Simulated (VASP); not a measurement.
# ZnS (Cmc2_1) in VASP: a series of runs, part 2 of 3

VASP 6.6.1. The steps go on from the part before.

## Step 3: Single point, PBE (strain -0.0300 x Voigt [1, 0, 0, 0, 0, 0])

File INCAR:

```
SYSTEM = ZnS
  PREC = Accurate
  ENCUT = 520
  EDIFF = 1E-6
  ISMEAR = 0
  SIGMA = 0.05
  LREAL = .False.
  LASPH = .True.
  NELM = 80
  ALGO = Normal
  ISIF = 2
  LWAVE = .False.
  LCHARG = .False.
  GGA = PE
  NBANDS = 26
```

File KPOINTS:

```
regular mesh
0
Gamma
  12 12 6
  0 0 0
```

File POSCAR:

```
ZnS
1.0
    3.6966688181      0.0000000000      0.0000000000
   -1.8483344091      3.3004217586      0.0000000000
    0.0000000000      0.0000000000      6.2340000000
Zn S
2 2
Direct
    0.3333333333      0.6666666667      0.0000000000
    0.6666666667      0.3333333333      0.5000000000
    0.3333333333      0.6666666667      0.3850000000
    0.6666666667      0.3333333333      0.8850000000
```

Potentials or basis: VASP PAW PBE potentials, release 64 (Zn, S).

On the command line:

```
$ cat potpaw_PBE.64/Zn/POTCAR potpaw_PBE.64/S/POTCAR > POTCAR
$ mpirun -np 1 vasp_std > vasp.out
```

OUTCAR:

```text
SYSTEM = ZnS
   PREC = Accurate
   ENCUT = 520
   EDIFF = 1E-6
   ISMEAR = 0
   LREAL = .False.
   LASPH = .True.
   NELM = 80
   ISIF = 2
   GGA = PE

 ion  position               nearest neighbor table
   1  0.333  0.667  0.000-   4 2.27   4 2.27   4 2.31   3 2.40
   2  0.667  0.333  0.500-   3 2.27   3 2.27   3 2.31   4 2.40
   3  0.333  0.667  0.385-   2 2.27   2 2.27   2 2.31   1 2.40
   4  0.667  0.333  0.885-   1 2.27   1 2.27   1 2.31   2 2.40

  LATTYP: Found a base centered orthorhombic cell.
 ALAT       =     3.6966688181
 B/A-ratio  =     1.7856193892
 C/A-ratio  =     1.6863831484

  Lattice vectors:

 A1 = (   1.8483344091,  -3.3004217586,   0.0000000000)
 A2 = (   1.8483344090,   3.3004217586,   0.0000000000)
 A3 = (   0.0000000000,   0.0000000000,   6.2340000000)

Analysis of symmetry for initial positions (statically):
=====================================================================
 Subroutine PRICEL returns:
 Original cell was already a primitive cell.

 Routine SETGRP: Setting up the symmetry group for a
 base centered orthorhombic supercell.

 Subroutine GETGRP returns: Found  4 space group operations
[... 166 lines left out ...]
  ---------------------------------------------------
  free energy    TOTEN  =       -13.56643038 eV

  energy without entropy =      -13.56643038  energy(sigma->0) =      -13.56643038

 E-fermi :   2.7601     XC(G=0):  -9.7956

 val. band max:        2.5267707755   @ k =   0.0000   0.0000   0.0000
 cond. band min:       4.8276334638   @ k =   0.0000   0.0000   0.0000
 fundamental gap:      2.3008626883
 Fermi energy:         2.7600977742

 k-point     1 :       0.0000    0.0000    0.0000
  band No.  band energies     occupation
      1     -10.9660      2.00000
      2     -10.0252      2.00000
      3      -4.0623      2.00000
      4      -4.0560      2.00000
      5      -4.0007      2.00000
      6      -3.9959      2.00000
[... 685 lines left out ...]
     25      11.5818      0.00000
     26      13.0766      0.00000

 [... further k-points ...]
[... 5 lines left out ...]
  --------------------------------------------------------------------------------------
  -------------------------------------------------------------------------------------
  Total        4.2351919      2.3277670      1.0055748     -0.0000000      0.0000000      0.0000000
  in kB       89.2147973     49.0346753     21.1825468     -0.0000000      0.0000000      0.0000000
  external PRESSURE =      53.1440065 kB  Pullay stress =       0.0000000 kB

 VOLUME and BASIS-vectors are now :
 -----------------------------------------------------------------------------
  energy-cutoff  :      520.00
  volume of cell :       76.06
      direct lattice vectors                 reciprocal lattice vectors
     3.696668818  0.000000000  0.000000000     0.270513819  0.151495790  0.000000000
    -1.848334409  3.300421759  0.000000000     0.000000000  0.302991579  0.000000000
     0.000000000  0.000000000  6.234000000     0.000000000  0.000000000  0.160410651

 POSITION                                       TOTAL-FORCE (eV/Angst)
 -----------------------------------------------------------------------------------
     -0.00000      2.20028      0.00000        -0.000000      0.212608      0.459909
      1.84833      1.10014      3.11700         0.000000     -0.212608      0.459909
     -0.00000      2.20028      2.40009        -0.000000      0.256592     -0.459909
      1.84833      1.10014      5.51709         0.000000     -0.256592     -0.459909
 -----------------------------------------------------------------------------------
    total drift:                               -0.000000     -0.000001      0.000838

  FREE ENERGIE OF THE ION-ELECTRON SYSTEM (eV)
  ---------------------------------------------------
  free  energy   TOTEN  =       -13.5664303815 eV

  energy  without entropy=      -13.5664303815  energy(sigma->0) =      -13.56643038
```

OSZICAR:

```text
N       E                     dE             d eps       ncg     rms          rms(c)
DAV:   1     0.246174245230E+03    0.24617E+03   -0.17150E+04  8952   0.169E+03
DAV:   2     0.101611343081E+02   -0.23601E+03   -0.22574E+03  9212   0.353E+02
DAV:   3    -0.138447321153E+02   -0.24006E+02   -0.23763E+02 10606   0.112E+02
DAV:   4    -0.144275689759E+02   -0.58284E+00   -0.58159E+00 10576   0.175E+01
DAV:   5    -0.144364681807E+02   -0.88992E-02   -0.88968E-02 10790   0.215E+00    0.106E+01
DAV:   6    -0.135783550689E+02    0.85811E+00   -0.16659E+00 13364   0.381E+01    0.806E+00
DAV:   7    -0.135740294766E+02    0.43256E-02   -0.13401E+00  9478   0.685E+00    0.354E+00
DAV:   8    -0.135659921873E+02    0.80373E-02   -0.36033E-02 10950   0.161E+00    0.104E+00
DAV:   9    -0.135660962973E+02   -0.10411E-03   -0.11018E-02 12090   0.124E+00    0.244E-01
DAV:  10    -0.135662209117E+02   -0.12461E-03   -0.57335E-04 10572   0.350E-01    0.990E-02
DAV:  11    -0.135664264996E+02   -0.20559E-03   -0.30124E-04  9242   0.133E-01    0.539E-02
DAV:  12    -0.135664268713E+02   -0.37174E-06   -0.21819E-05 11188   0.637E-02    0.908E-03
DAV:  13    -0.135664301377E+02   -0.32664E-05   -0.58652E-06  9254   0.183E-02    0.496E-03
DAV:  14    -0.135664303815E+02   -0.24376E-06   -0.74410E-07  7576   0.141E-02
   1 F= -.13566430E+02 E0= -.13566430E+02  d E =-.113875E-13
```

stdout:

```text
POSCAR found type information on POSCAR ZnS
 POSCAR found :  2 types and       4 ions
 scaLAPACK will be used
 LDA part: xc-table for (Slater+PW92), standard interpolation
 POSCAR, INCAR and KPOINTS ok, starting setup
 FFT: planning ... GRIDC
 FFT: planning ... GRID_SOFT
 FFT: planning ... GRID
 WAVECAR not read
 entering main loop
```

Run time: 1.8 min. Hardware: 1 thread of Intel Xeon 6975P-C (Granite Rapids), shared host; peak memory 0.39 GiB.

Results:

```
Free energy            : -13.5664 eV
Pressure               : 5.3 GPa
Largest force          : 0.527 eV/Å
Band gap on the k mesh : 2.30 eV, direct
```

Forces on the atoms (eV/Å):
```
Zn   0.000  0.213  0.460
Zn   0.000 -0.213  0.460
S    0.000  0.257 -0.460
S    0.000 -0.257 -0.460
```

Levels at points of the mesh, in eV from the valence-band top:
```csv
k point,band 14,band 15,band 16,band 17,band 18,band 19,band 20,band 21,band 22,band 23
"(0.00, 0.00, 0.00)",-0.97,-0.84,-0.13,-0.12,0.00,2.30,3.08,6.13,6.36,6.44
"(0.50, 0.00, 0.00)",-4.45,-3.31,-2.46,-1.72,-1.18,3.48,4.17,5.02,7.00,7.33
"(0.00, 0.50, 0.00)",-4.46,-3.44,-2.22,-1.70,-0.97,3.81,4.37,5.04,7.28,7.31
"(0.00, 0.00, 0.50)",-2.95,-0.57,-0.57,-0.44,-0.44,3.58,3.58,6.56,6.56,6.77
"(0.50, 0.00, 0.50)",-5.11,-1.87,-1.87,-1.70,-1.70,3.48,3.48,5.00,5.00,8.88
"(0.00, 0.50, 0.50)",-5.14,-1.75,-1.75,-1.64,-1.64,3.62,3.62,5.09,5.09,9.15
```

Caveat: the cell differs from its parent crystal (strain -0.0300 x Voigt [1, 0, 0, 0, 0, 0]).

## Step 4: Single point, PBE (strain -0.0200 x Voigt [1, 0, 0, 0, 0, 0])

INCAR is that of step 3.

File KPOINTS:

```
Automatic mesh
0
Gamma
  12 12 6
  0 0 0
```

Edit POSCAR of step 3 so:

```diff
@@ -2,4 +2,4 @@
 1.0
-    3.6966688181      0.0000000000      0.0000000000
-   -1.8483344091      3.3004217586      0.0000000000
+    3.7347788059      0.0000000000      0.0000000000
+   -1.8673894030      3.3004217586      0.0000000000
     0.0000000000      0.0000000000      6.2340000000
```

Potentials or basis: VASP PAW PBE potentials, release 64 (Zn, S).

On the command line:

```
$ cat potpaw_PBE.64/Zn/POTCAR potpaw_PBE.64/S/POTCAR > POTCAR
$ mpirun -np 1 vasp_std > vasp.out
```

OUTCAR:

```text
SYSTEM = ZnS
   PREC = Accurate
   ENCUT = 520
   EDIFF = 1E-6
   ISMEAR = 0
   LREAL = .False.
   LASPH = .True.
   NELM = 80
   ISIF = 2
   GGA = PE

 ion  position               nearest neighbor table
   1  0.333  0.667  0.000-   4 2.28   4 2.28   4 2.31   3 2.40
   2  0.667  0.333  0.500-   3 2.28   3 2.28   3 2.31   4 2.40
   3  0.333  0.667  0.385-   2 2.28   2 2.28   2 2.31   1 2.40
   4  0.667  0.333  0.885-   1 2.28   1 2.28   1 2.31   2 2.40

  LATTYP: Found a base centered orthorhombic cell.
 ALAT       =     3.7347788059
 B/A-ratio  =     1.7673987832
 C/A-ratio  =     1.6691751571

[... 888 lines left out ...]

 [... further k-points ...]
[... 5 lines left out ...]
  --------------------------------------------------------------------------------------
  -------------------------------------------------------------------------------------
  Total        3.2902255      2.0541254      0.8483233     -0.0000000      0.0000000      0.0000000
  in kB       68.6017393     42.8288495     17.6876791     -0.0000000      0.0000000      0.0000000
  external PRESSURE =      43.0394226 kB  Pullay stress =       0.0000000 kB

 VOLUME and BASIS-vectors are now :
 -----------------------------------------------------------------------------
  energy-cutoff  :      520.00
  volume of cell :       76.84
      direct lattice vectors                 reciprocal lattice vectors
     3.734778806  0.000000000  0.000000000     0.267753474  0.151495790  0.000000000
    -1.867389403  3.300421759  0.000000000     0.000000000  0.302991579  0.000000000
     0.000000000  0.000000000  6.234000000     0.000000000  0.000000000  0.160410651

 POSITION                                       TOTAL-FORCE (eV/Angst)
 -----------------------------------------------------------------------------------
     -0.00000      2.20028      0.00000        -0.000000      0.133656      0.408604
      1.86739      1.10014      3.11700         0.000000     -0.133656      0.408604
     -0.00000      2.20028      2.40009        -0.000000      0.162777     -0.408604
      1.86739      1.10014      5.51709         0.000000     -0.162777     -0.408604
 -----------------------------------------------------------------------------------
    total drift:                               -0.000000     -0.000001      0.000720

  FREE ENERGIE OF THE ION-ELECTRON SYSTEM (eV)
  ---------------------------------------------------
  free  energy   TOTEN  =       -13.6051538146 eV

  energy  without entropy=      -13.6051538146  energy(sigma->0) =      -13.60515381
```

OSZICAR:

```text
N       E                     dE             d eps       ncg     rms          rms(c)
DAV:   1     0.246027868726E+03    0.24603E+03   -0.17087E+04  8952   0.168E+03
DAV:   2     0.103945096329E+02   -0.23563E+03   -0.22511E+03  9202   0.352E+02
DAV:   3    -0.138662255738E+02   -0.24261E+02   -0.24019E+02 10690   0.112E+02
DAV:   4    -0.144612096454E+02   -0.59498E+00   -0.59371E+00 10544   0.176E+01
DAV:   5    -0.144701668191E+02   -0.89572E-02   -0.89550E-02 10832   0.215E+00    0.103E+01
DAV:   6    -0.136164721236E+02    0.85369E+00   -0.16585E+00 13420   0.378E+01    0.790E+00
DAV:   7    -0.136120727641E+02    0.43994E-02   -0.13043E+00  9482   0.674E+00    0.351E+00
DAV:   8    -0.136045646569E+02    0.75081E-02   -0.35353E-02 10990   0.165E+00    0.102E+00
DAV:   9    -0.136048094411E+02   -0.24478E-03   -0.10359E-02 12140   0.126E+00    0.239E-01
DAV:  10    -0.136049404763E+02   -0.13104E-03   -0.57304E-04 10534   0.346E-01    0.969E-02
DAV:  11    -0.136051499324E+02   -0.20946E-03   -0.31204E-04  9234   0.129E-01    0.530E-02
DAV:  12    -0.136051503159E+02   -0.38356E-06   -0.19285E-05 11176   0.564E-02    0.971E-03
DAV:  13    -0.136051536695E+02   -0.33536E-05   -0.59914E-06  9242   0.188E-02    0.378E-03
DAV:  14    -0.136051538146E+02   -0.14515E-06   -0.69346E-07  7528   0.155E-02
   1 F= -.13605154E+02 E0= -.13605154E+02  d E =-.813096E-16
```

Wall time 2.1 min (1 thread of Intel Xeon 6975P-C (Granite Rapids), shared host); peak memory 0.39 GiB.

Results:

| Property | Result |
| --- | --- |
| Free energy | -13.6052 eV |
| Pressure | 4.3 GPa |
| Largest force | 0.440 eV/Å |
| Band gap on the k mesh | 2.29 eV, direct |

Forces in eV/Å, atoms in the order of the input:
```
Zn   0.000  0.134  0.409
Zn   0.000 -0.134  0.409
S    0.000  0.163 -0.409
S    0.000 -0.163 -0.409
```

Levels at points of the mesh, in eV from the valence-band top:
```
           k point  band 16  band 17  band 18  band 19  band 20  band 21
(0.00, 0.00, 0.00)    -0.08    -0.07     0.00     2.29     3.06     6.19
(0.50, 0.00, 0.00)    -2.39    -1.66    -1.11     3.53     4.21     5.08
(0.00, 0.50, 0.00)    -2.22    -1.64    -0.97     3.75     4.35     5.09
(0.00, 0.00, 0.50)    -0.52    -0.44    -0.44     3.57     3.57     6.62
(0.50, 0.00, 0.50)    -1.79    -1.64    -1.64     3.53     3.53     5.06
(0.00, 0.50, 0.50)    -1.67    -1.64    -1.64     3.63     3.63     5.11
```

Caveat: the cell differs from its parent crystal (strain -0.0200 x Voigt [1, 0, 0, 0, 0, 0]). A k mesh can miss the band edges.

## Step 5: Single point, PBE (strain +0.0300 x Voigt [1, 0, 0, 0, 0, 0])

File INCAR:

```
SYSTEM = ZnS
PREC = Accurate
ENCUT = 520
EDIFF = 1E-6
ISMEAR = 0
SIGMA = 0.05
LREAL = .False.
LASPH = .True.
NELM = 100
ALGO = Normal
ISIF = 2
LWAVE = .False.
LCHARG = .False.
GGA = PE
NBANDS = 26
```

KPOINTS is that of step 4.

Edit POSCAR of step 4 so:

```diff
@@ -2,4 +2,4 @@
 1.0
-    3.7347788059      0.0000000000      0.0000000000
-   -1.8673894030      3.3004217586      0.0000000000
+    3.9253287450      0.0000000000      0.0000000000
+   -1.9626643725      3.3004217586      0.0000000000
     0.0000000000      0.0000000000      6.2340000000
```

Potentials or basis: VASP PAW PBE potentials, release 64 (Zn, S).

On the command line:

```
$ cat potpaw_PBE.64/Zn/POTCAR potpaw_PBE.64/S/POTCAR > POTCAR
$ mpirun -np 1 vasp_std > vasp.out
```

OUTCAR:

```text
SYSTEM = ZnS
   PREC = Accurate
   ENCUT = 520
   EDIFF = 1E-6
   ISMEAR = 0
   LREAL = .False.
   LASPH = .True.
   NELM = 100
   ISIF = 2
   GGA = PE

 ion  position               nearest neighbor table
   1  0.333  0.667  0.000-   4 2.31   4 2.36   4 2.36   3 2.40
   2  0.667  0.333  0.500-   3 2.31   3 2.36   3 2.36   4 2.40
   3  0.333  0.667  0.385-   2 2.31   2 2.36   2 2.36   1 2.40
   4  0.667  0.333  0.885-   1 2.31   1 2.36   1 2.36   2 2.40

  Warning from LATTYP: Monoclinic adjustment (A1->A3, A2->A1, A3->A2)!
  LATTYP: Found a base centered orthorhombic cell.
 ALAT       =     3.9253287450
[... 899 lines left out ...]
  --------------------------------------------------------------------------------------
  -------------------------------------------------------------------------------------
  Total       -0.6899156      0.9107675      0.1339216      0.0000000      0.0000000      0.0000000
  in kB      -13.6865583     18.0678231      2.6567384      0.0000000      0.0000000      0.0000000
  external PRESSURE =       2.3460010 kB  Pullay stress =       0.0000000 kB

 VOLUME and BASIS-vectors are now :
 -----------------------------------------------------------------------------
  energy-cutoff  :      520.00
  volume of cell :       80.76
      direct lattice vectors                 reciprocal lattice vectors
     3.925328745  0.000000000  0.000000000     0.254755733  0.151495789  0.000000000
    -1.962664372  3.300421759  0.000000000     0.000000000  0.302991579  0.000000000
     0.000000000  0.000000000  6.234000000     0.000000000  0.000000000  0.160410651

 POSITION                                       TOTAL-FORCE (eV/Angst)
 -----------------------------------------------------------------------------------
     -0.00000      2.20028      0.00000         0.000000     -0.144408      0.229436
      1.96266      1.10014      3.11700        -0.000000      0.144408      0.229436
     -0.00000      2.20028      2.40009        -0.000000     -0.189692     -0.229436
      1.96266      1.10014      5.51709         0.000000      0.189692     -0.229436
 -----------------------------------------------------------------------------------
    total drift:                               -0.000000     -0.000000      0.000562

  FREE ENERGIE OF THE ION-ELECTRON SYSTEM (eV)
  ---------------------------------------------------
  free  energy   TOTEN  =       -13.6665824138 eV

  energy  without entropy=      -13.6665824138  energy(sigma->0) =      -13.66658241
```

OSZICAR:

```text
N       E                     dE             d eps       ncg     rms          rms(c)
DAV:   1     0.244707995033E+03    0.24471E+03   -0.17078E+04  8944   0.166E+03
DAV:   2     0.104546007054E+02   -0.23425E+03   -0.22383E+03  9250   0.349E+02
DAV:   3    -0.139074379624E+02   -0.24362E+02   -0.24117E+02 10684   0.112E+02
DAV:   4    -0.145166654238E+02   -0.60923E+00   -0.60785E+00 10494   0.177E+01
DAV:   5    -0.145259360206E+02   -0.92706E-02   -0.92682E-02 10820   0.215E+00    0.939E+00
DAV:   6    -0.136759004310E+02    0.85004E+00   -0.16432E+00 13498   0.365E+01    0.726E+00
DAV:   7    -0.136710108893E+02    0.48895E-02   -0.11688E+00  9472   0.633E+00    0.338E+00
DAV:   8    -0.136655513733E+02    0.54595E-02   -0.35074E-02 11198   0.189E+00    0.923E-01
DAV:   9    -0.136661886628E+02   -0.63729E-03   -0.80761E-03 12142   0.135E+00    0.220E-01
DAV:  10    -0.136663555655E+02   -0.16690E-03   -0.65681E-04 10280   0.327E-01    0.902E-02
DAV:  11    -0.136665797863E+02   -0.22422E-03   -0.36352E-04  9196   0.123E-01    0.550E-02
DAV:  12    -0.136665789506E+02    0.83572E-06   -0.12324E-05 10972   0.303E-02    0.115E-02
DAV:  13    -0.136665823242E+02   -0.33736E-05   -0.49046E-06  8992   0.145E-02    0.187E-03
DAV:  14    -0.136665824138E+02   -0.89628E-07   -0.44809E-07  7656   0.135E-02
   1 F= -.13666582E+02 E0= -.13666582E+02  d E =-.286445E-16
```

Wall time 4.4 min (1 thread of AMD EPYC 7R13 (Zen 3), shared host); peak memory 0.38 GiB.

Results:

- Free energy: -13.6666 eV
- Pressure: 0.2 GPa
- Largest force: 0.298 eV/Å
- Band gap on the k mesh: 2.08 eV, direct

Forces on the atoms (eV/Å):
```
Zn   0.000 -0.144  0.229
Zn   0.000  0.144  0.229
S    0.000 -0.190 -0.229
S    0.000  0.190 -0.229
```

Caveat: the cell differs from its parent crystal (strain +0.0300 x Voigt [1, 0, 0, 0, 0, 0]). A k mesh can miss the band edges.

(Part 2 of 3 ends here.)
